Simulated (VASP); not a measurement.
**AgAu: relaxation of volume and atoms at fixed shape with LDA**

AgAu:

```
Ag Au
1.0
     2.93517    0.00000    0.00000
    -1.46758    2.54193    0.00000
     0.00000    0.00000    4.69691
Ag Au
1 1
Direct
  0.00000 0.00000 0.50000
  0.66667 0.33333 0.00000
```

| Quantity | Value |
| --- | --- |
| Program | VASP 6.6.1 |
| Task | relaxation of volume and atoms at fixed shape |
| Functional | LDA |
| Potentials or basis | VASP PAW LDA potentials, release 64 (Ag, Au) |
| Cutoff | 600 eV |
| k mesh | 10 × 10 × 5 |
| Occupations | fermi-dirac, width 0.1 eV |
| Spin | no spin polarisation |
| Dipole correction | no |
| Further INCAR settings | ALGO = Normal; EDIFF = 1e-06; IBRION = 2; EDIFFG = -0.02; NSW = 80; ISIF = 8 |

```yaml
Relaxed_volume: 16.40 Å³/atom
Relaxed_cell: a = 2.871 Å, b = 2.871 Å, c = 4.595 Å, α = 90.00°, β = 90.00°, γ = 120.00°
Space_group_after_relaxing_to_0.05_Å: P-6m2 (No. 187)
Energy_gained_by_relaxing: 34.2 meV/atom
Ionic_steps: 3
Pressure_after_relaxing: -0.2 GPa
Band_gap_on_the_k_mesh: zero (band 11 reaches 11.72 eV, above the bottom of band 12 at 6.58 eV)
```

Stress tensor (GPa, compression positive):
```
-0.77  0.00  0.00
 0.00 -0.77  0.00
 0.00  0.00  1.00
```

The path:
| step | energy change (eV) | largest force (eV/Å) | pressure (GPa) | volume (Å³) |
| --- | --- | --- | --- | --- |
| 1 | 0.0000 | 0.0000 | -8.91 | 35.04 |
| 2 | 0.0399 | 0.0000 | 15.52 | 30.33 |
| 3 | -0.0683 | 0.0000 | -0.18 | 32.80 |

Final structure:
```xyz
2
Lattice="2.8712 0.0000 0.0000 -1.4356 2.4865 0.0000 0.0000 0.0000 4.5946" Properties=species:S:1:pos:R:3 pbc="T T T"
Ag    0.0000    0.0000    2.2973
Au    1.4356    0.8288    0.0000
```

Levels at points of the mesh, in eV from the Fermi level:
| k point | band 8 | band 9 | band 10 | band 11 | band 12 | band 13 | band 14 | band 15 |
| --- | --- | --- | --- | --- | --- | --- | --- | --- |
| (0.00, 0.00, 0.00) | -4.16 | -4.16 | -2.56 | -2.56 | -0.69 | 3.86 | 14.81 | 17.24 |
| (0.50, 0.00, 0.00) | -2.96 | -2.31 | -1.86 | 0.04 | 1.49 | 6.57 | 7.44 | 8.98 |

Run time: 26 s on 1 thread of Intel(R) Xeon(R) Platinum 8559C (Emerald Rapids), on a shared host, peak memory 0.17 GiB.

Caveat: spin-orbit coupling is left out, which moves the levels of the heavy elements.
